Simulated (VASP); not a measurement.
Crystal: Ta.

```
CELL_PARAMETERS angstrom
-1.65128 1.65128 1.65128
1.65128 -1.65128 1.65128
1.65128 1.65128 -1.65128
ATOMIC_POSITIONS crystal
Ta 0.00000 0.00000 0.00000
```

| Property | Result |
| --- | --- |
| Program | VASP 6.6.1 |
| Task | relaxation of cell and atoms |
| Functional | LDA |
| Potentials or basis | VASP PAW LDA potentials, release 64 (Ta_pv) |
| Cutoff | 600 eV |
| k mesh | 17 × 17 × 17 |
| Occupations | methfessel-paxton, width 0.1 eV |
| Spin | no spin polarisation |

At the start: pressure -8.3 GPa; volume 18.01 Å³/atom.

**Question.** Where does the relaxation end?

**Answer.** Over 4 steps the energy falls by 18.8 meV/atom and the volume is 17.31 Å³/atom (-3.9 %); space group Im-3m (No. 229, to 0.1 Å) before and after.

Step by step:
```tsv
step	energy change (eV)	largest force (eV/Å)	pressure (GPa)	volume (Å³)
1	0.0000	0.0000	-8.26	18.01
2	0.1015	0.0000	25.32	15.70
3	-0.0188	0.0000	-0.45	17.34
4	-0.0188	0.0000	-0.05	17.31
```

Final structure:
```
Ta
1.0
    -1.62954    1.62954    1.62954
     1.62954   -1.62954    1.62954
     1.62954    1.62954   -1.62954
Ta
1
Direct
  0.00000 0.00000 0.00000
```
